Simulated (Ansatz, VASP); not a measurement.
One calculation of Y, two programs

File INCAR:

```
SYSTEM = Y
PREC = Accurate
ENCUT = 520
EDIFF = 1E-6
ISMEAR = 0
SIGMA = 0.15
LREAL = .FALSE.
LASPH = .TRUE.
NELM = 100
ALGO = Normal
ISIF = 2
LWAVE = .FALSE.
LCHARG = .FALSE.
GGA = PS
NBANDS = 12
```

Contents of KPOINTS:

```
regular mesh
0
G
  16 16 16
  0 0 0
```

File POSCAR:

```
Y
1.0
    0.0000000000      2.6092500000      2.5471250000
    2.6092500000      0.0000000000      2.5471250000
    2.6092500000      2.6092500000      0.0000000000
Y
1
Direct
    0.0000000000      0.0000000000      0.0000000000
```

Input for Ansatz:

```yaml
crystal:
  lattice:
    - [0.0, 2.60925, 2.547125]
    - [2.60925, 0.0, 2.547125]
    - [2.60925, 2.60925, 0.0]
  atoms:
    - { symbol: "Y", position: [0.0, 0.0, 0.0] }
basis:
  ecutwfc: 420
kpoints:
  mp_grid: { grid: [16, 16, 16] }
hamiltonian:
  xc: pbesol
scf:
  occupations: { method: gaussian, width: 0.15 }
output:
  forces: true
  stress: true
  eigenvalues: true
  write_density: true
  write_potential: true
  elf: true
  volumetric_format: npy
```

Change from the starting cell: strain +0.050 along x and y, +0.025 along z, atoms carried along.

Alike in both runs: task single point; functional PBEsol; k mesh 16 × 16 × 16; occupations gaussian, width 0.15 eV; no spin polarisation.

```csv
,VASP,Ansatz
version,VASP 6.6.1,Ansatz 0.2.0
potentials or method,"VASP PAW PBE potentials, release 64 (Y_sv), cutoff 520 eV","scalar-relativistic, plane waves, PAW"
valence electrons in the cell,11,11
```

```tsv
	VASP	Ansatz	Ansatz less VASP
gap on the k mesh at the Fermi level (eV)	none	none	-
pressure (GPa)	-4.2	-4.0	+0.11
traceless stress, the component that is largest in VASP (GPa)	0.41	0.40	-0.004
```

VASP's potentials were made for PBE, not for PBEsol. A gap of «none» marks a metal or a gap that the smearing closes.
